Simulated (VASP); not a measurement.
Write the native input for VASP 6.6.1 that does the following.

```
Task                   : single point
Functional             : PBE
Potentials or basis    : VASP PAW PBE potentials, release 64 (Si, C)
Cutoff                 : 520 eV
k mesh                 : 12 × 12 × 12
Occupations            : gaussian, width 0.05 eV
Spin                   : no spin polarisation
Dipole correction      : no
Further INCAR settings : ALGO = Normal; EDIFF = 1e-06; NBANDS = 11
```

The structure of SiC lies in POSCAR:

```
SiC
1.0
    0.0000000000      2.1740000000      2.1740000000
    2.1740000000      0.0000000000      2.1740000000
    2.1740000000      2.1740000000      0.0000000000
Si C
1 1
Direct
    0.1626280546      0.0000000000      0.0000000000
    0.7500000000      0.7500000000      0.7500000000
```

This cell differs from its parent crystal: all Si atoms moved -0.500 Å, as atom 1 towards its neighbour atom 1 (Si) at 3.075 Å.

The input as run:

INCAR

```
SYSTEM = SiC
PREC = Accurate ; ENCUT = 520
EDIFF = 1E-6 ; ISMEAR = 0
SIGMA = 0.05 ; LREAL = .False.
LASPH = .True. ; NELM = 80
ALGO = Normal ; ISIF = 2
LWAVE = .False. ; LCHARG = .True.
GGA = PE ; LELF = .True.
LVHAR = .True. ; NBANDS = 11
```

KPOINTS

```
Automatic mesh
0
Gamma
  12 12 12
  0 0 0
```

Potentials or basis: VASP PAW PBE potentials, release 64 (Si, C).

Command:

```sh
$ cat potpaw_PBE.64/Si/POTCAR potpaw_PBE.64/C/POTCAR > POTCAR
$ mpirun -np 1 vasp_std > vasp.out
```

It gave:

- Pressure: 39.4 GPa
- Largest force: 15.130 eV/Å
- Band gap on the k mesh: zero (bands 4 and 5 overlap by 0.57 eV)

Caveat: the cell differs from its parent crystal (all Si atoms moved -0.500 Å, as atom 1 towards its neighbour atom 1 (Si) at 3.075 Å); the stress differs along the axes, from 25 to 67 GPa; semilocal functionals underestimate gaps, and a narrow one can read as zero; forces of over 1 eV/Å act on the atoms, so gaps and moduli don't describe the material at rest.

It took 99 s on 1 thread of Intel Xeon 8259CL, with other jobs on the host, peak memory 0.22 GiB.
